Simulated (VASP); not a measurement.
Set up this calculation in VASP 6.6.1, as the native input.

- Task: single point
- Functional: PBE
- Potentials or basis: VASP PAW PBE potentials, release 64 (Na_pv)
- Cutoff: 520 eV
- k mesh: 13 × 13 × 13
- Occupations: fermi-dirac, width 0.05 eV
- Spin: no spin polarisation
- Dipole correction: no
- Further INCAR settings: ALGO = Normal; EDIFF = 1e-07; NBANDS = 10

The structure of Na lies in POSCAR:

```
Na
1.0
   -1.7501072043      1.7501072043      1.7501072043
    1.7501072043     -1.7501072043      1.7501072043
    1.7501072043      1.7501072043     -1.7501072043
Na
1
Direct
    0.0000000000      0.0000000000      0.0000000000
```

These files were run (other wordings do the same):

INCAR

```
SYSTEM = Na
ALGO = Normal
EDIFF = 1E-7
ENCUT = 520
GGA = PE
ISIF = 2
ISMEAR = -1
LASPH = .TRUE.
LCHARG = .FALSE.
LREAL = .FALSE.
LWAVE = .FALSE.
NBANDS = 10
NELM = 80
PREC = Accurate
SIGMA = 0.05
```

KPOINTS

```
k-points
0
G
  13 13 13
  0 0 0
```

Potentials or basis: VASP PAW PBE potentials, release 64 (Na_pv).

The run is started by

```console
$ cat potpaw_PBE.64/Na_pv/POTCAR > POTCAR
$ mpirun -np 1 vasp_std > vasp.out
```

It gave:

```json
{"Pressure": "11.6 GPa", "Band gap on the k mesh": "zero (an odd number of electrons rules out a gap without spin polarisation)"}
```

Caveat: the cell stands under pressure.

It took 18 s on 1 thread of Intel Xeon 8259CL, with other jobs on the host, peak memory 0.14 GiB.
